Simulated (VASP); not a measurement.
# MoS2: single point with PBE+D3(BJ)

The system is MoS2.

```xyz
6
Lattice="3.1494 0.0000 0.0000 -1.5747 2.7274 0.0000 0.0000 0.0000 12.0918" Properties=species:S:1:pos:R:3 pbc="T T T"
Mo    0.0000    1.8183    3.0229
Mo    1.5747    0.9091    9.0688
S     0.0000    1.7820    7.5429
S     1.5747    0.8728    1.4970
S     0.0000    1.8546   10.5947
S     1.5747    0.9454    4.5489
```

This cell differs from its parent crystal: atoms displaced along several vibrational modes.

```
Program                : VASP 6.6.1
Task                   : single point
Functional             : PBE
Dispersion             : D3(BJ)
Potentials or basis    : VASP PAW PBE potentials, release 64 (Mo_sv, S)
Cutoff                 : 520 eV
k mesh                 : 12 × 12 × 4
Occupations            : gaussian, width 0.05 eV
Spin                   : no spin polarisation
Dipole correction      : no
Further INCAR settings : ALGO = Normal; EDIFF = 1e-07; NBANDS = 35
```

- Pressure: 4.1 GPa
- Largest force: 0.920 eV/Å
- Band gap on the k mesh: 0.83 eV (least direct gap 1.64 eV)
- Dispersion energy per atom: -0.437 eV

Forces in eV/Å, atoms in the order of the input:
```
Mo   0.000 -0.022  0.001
Mo   0.000  0.022 -0.001
S    0.000  0.368 -0.831
S    0.000  0.391 -0.832
S    0.000 -0.391  0.832
S    0.000 -0.368  0.831
```

Stress tensor (GPa, compression positive):
```
 2.59  0.00  0.00
 0.00  2.59 -3.42
 0.00 -3.42  7.11
```

Levels at points of the mesh, in eV from the valence-band top:
| k point | band 24 | band 25 | band 26 | band 27 | band 28 | band 29 |
| --- | --- | --- | --- | --- | --- | --- |
| (0.00, 0.00, 0.00) | -1.24 | -1.21 | 0.00 | 1.99 | 1.99 | 2.01 |
| (0.50, 0.00, 0.00) | -1.77 | -1.59 | -1.44 | 1.47 | 1.52 | 1.93 |
| (0.00, 0.50, 0.00) | -1.77 | -1.58 | -1.43 | 1.47 | 1.52 | 1.93 |
| (0.00, 0.00, 0.50) | -2.46 | -0.28 | -0.28 | 1.99 | 1.99 | 2.00 |
| (0.50, 0.00, 0.50) | -1.88 | -1.50 | -1.50 | 1.49 | 1.49 | 2.06 |
| (0.00, 0.50, 0.50) | -1.87 | -1.50 | -1.50 | 1.49 | 1.49 | 2.06 |

Wall time 8.3 min on 1 thread of Intel(R) Xeon(R) Platinum 8259CL CPU @ 2.50GHz (Skylake/Cascade Lake), on a shared host, peak memory 0.55 GiB.

Caveat: the cell differs from its parent crystal (atoms displaced along several vibrational modes); the cell stands under pressure. A k mesh can miss the band edges.
